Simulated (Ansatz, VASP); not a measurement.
One calculation of Hf2C5, two programs

```xyz
7
Lattice="3.7513 0.0000 0.0000 -1.8757 3.2488 0.0000 0.0000 0.0000 7.4766" Properties=species:S:1:pos:R:3 pbc="T T T"
Hf    1.8757    1.0829    7.4253
Hf    1.8757    1.0829    2.7877
C     3.0363    0.4128    4.6081
C     1.8757    2.4231    4.6081
C     0.7150    0.4128    4.6081
C     1.8757    1.0829    5.1386
C     0.0000    0.0000    0.7847
```

Alike in both runs: functional PBE; k mesh 4 × 4 × 3; occupations gaussian, width 0.2 eV; no spin polarisation.

Ansatz relaxed the structure, and its values are those at the end. VASP's run is a single point on that final structure, the one shown.

```csv
,VASP,Ansatz
version,VASP 6.6.1,Ansatz 0.2.0
potentials or method,"VASP PAW PBE potentials, release 64 (Hf_pv, C), cutoff 520 eV","scalar-relativistic, plane waves, PAW"
valence electrons in the cell,40,72
```

```csv
,VASP,Ansatz,Ansatz less VASP
gap on the k mesh at the Fermi level (eV),none,none,-
pressure (GPa),-0.5,-0.2,+0.33
rms of the force components (eV/Å),0.034,0.019,-0.0148
```

A gap of «none» marks a metal or a gap that the smearing closes. The functional is the same, so the differences come from potentials, cutoffs and numerics. VASP's potentials hold 40 valence electrons a cell and Ansatz's 72, so a difference there can come from the potentials and not from the codes.

The k mesh is coarse, so the values compare programs but aren't converged. Spin-orbit coupling is off throughout.
